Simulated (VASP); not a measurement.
Crystal: Ti.

```xyz
1
Lattice="-1.6574 1.6574 1.6410 1.6574 -1.6574 1.6410 1.6574 1.6574 -1.6410" Properties=species:S:1:pos:R:3 pbc="T T T"
Ti    0.0000    0.0000    0.0000
```

This cell differs from its parent crystal: equal xx and yy strain of +1 %.

Base run:

- Program: VASP 6.6.1
- Functional: PBEsol
- Potentials or basis: VASP PAW PBE potentials, release 64 (Ti_sv)
- Cutoff: 520 eV
- k mesh: 14 × 14 × 14
- Occupations: fermi-dirac, width 0.05 eV
- Spin: no spin polarisation

Its results: band gap on the k mesh zero (bands 6 and 7 overlap by 1.57 eV); pressure -8.5 GPa.

Task: The run is repeated on the same cell with these changes: cutoff from 520 eV to 400 eV; further incar settings from ALGO = Normal; EDIFF = 1e-07; NBANDS = 12 to ALGO = Normal; EDIFF = 1e-08; NBANDS = 12. What comes out?

Result: Band gap on the k mesh zero (bands 6 and 7 overlap by 1.57 eV); pressure -9.1 GPa.

Caveats: the cell stands under tension; the PAW data sets were made with another functional, which shifts forces and pressure a little.
